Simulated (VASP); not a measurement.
Wanted: the native input for a VASP 6.6.1 run.

- Task: single point
- Functional: PBE
- Potentials or basis: VASP PAW PBE potentials, release 64 (Cu, O)
- Cutoff: 520 eV
- k mesh: 8 × 8 × 5
- Occupations: fermi-dirac, width 0.05 eV
- Spin: no spin polarisation
- Dipole correction: no
- Further INCAR settings: ALGO = Normal; EDIFF = 1e-06; NBANDS = 25

The structure of CuO lies in POSCAR:

```
CuO
1.0
    0.0008489039     -2.1256679539     -2.1219106199
   -2.1242316436      0.0008520734     -2.1219137894
    2.1140462421      2.1154920609     -4.2344942506
Cu O
2 2
Direct
    0.4999984302      0.4999977875      0.5000018501
   -0.0000015698      0.9999977875      1.0000018501
    0.7500015698      0.7500022125      0.7499981499
    0.2500015698      0.2500022125      0.2499981499
```

The input as run:

INCAR

```
ALGO     = Normal         # electronic algorithm
EDIFF    = 1E-6           # SCF threshold, eV
ENCUT    = 520            # plane-wave cutoff, eV
GGA      = PE             # functional
ISIF     = 2              # what is computed and relaxed
ISMEAR   = -1             # smearing method
LASPH    = True           # aspherical terms in the spheres
LCHARG   = False          # write CHGCAR
LREAL    = False          # projectors in reciprocal space
LWAVE    = False          # write WAVECAR
NBANDS   = 25             # bands
NELM     = 60             # most SCF steps
PREC     = Accurate       # precision mode
SIGMA    = 0.05           # smearing width, eV
```

KPOINTS

```
k-points
0
Gamma
  8 8 5
```

Potentials or basis: VASP PAW PBE potentials, release 64 (Cu, O).

Command:

```sh
$ cat potpaw_PBE.64/Cu/POTCAR potpaw_PBE.64/O/POTCAR > POTCAR
$ mpirun -np 1 vasp_std > vasp.out
```

It gave:

The pressure is 0.4 GPa. The band gap on the k mesh is zero (band 17 reaches 6.84 eV, above the bottom of band 18 at 5.67 eV).

Caveat: semilocal functionals often make such compounds metallic where correlation or magnetic order opens a gap, which also shifts bond lengths.

Wall time 79 s on 1 thread of Intel(R) Xeon(R) 6975P-C (Granite Rapids), with other jobs on the host, peak memory 0.25 GiB.
